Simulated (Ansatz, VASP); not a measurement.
Li2SiN3 in VASP and in Ansatz

```
Li Si N
1.0
     2.97417   -4.17183    0.00054
     2.97417    4.17183    0.00054
    -2.13318    0.00000    4.78391
Li Si N
4 2 6
Direct
  0.66272 0.16462 0.44692
  0.16462 0.66272 0.94692
  0.51184 0.41568 0.93461
  0.41568 0.51184 0.43461
  0.93111 0.10420 0.99723
  0.10420 0.93111 0.49723
  0.43762 0.91499 0.66023
  0.91499 0.43762 0.16023
  0.05152 0.18537 0.73437
  0.18537 0.05152 0.23437
  0.56711 0.81303 0.85204
  0.81303 0.56711 0.35204
```

Change from the starting cell: the structure that the rattled cell fell into.

Alike in both runs: functional PBE; k mesh 8 × 8 × 6; occupations gaussian, width 0.1 eV; no spin polarisation.

Ansatz relaxed the structure, and its values are those at the end. VASP's run is a single point on that final structure, the one shown.

|  | VASP | Ansatz |
| --- | --- | --- |
| version | VASP 6.6.1 | Ansatz 0.2.0 |
| potentials or method | VASP PAW PBE potentials, release 64 (Li_sv, Si, N), cutoff 520 eV | scalar-relativistic, plane waves, PAW |
| valence electrons in the cell | 50 | 50 |

```tsv
	VASP	Ansatz	Ansatz less VASP
gap on the k mesh at the Fermi level (eV)	none	none	-
rms of the force components (eV/Å)	0.032	0.004	-0.0285
```

A gap of «none» marks a metal or a gap that the smearing closes. With one functional, cell and mesh, what is left measures potentials, basis and numerics.

Noted on VASP's run: the cutoff is under 1.25 times that of the potentials, so the pressure is a little rough.
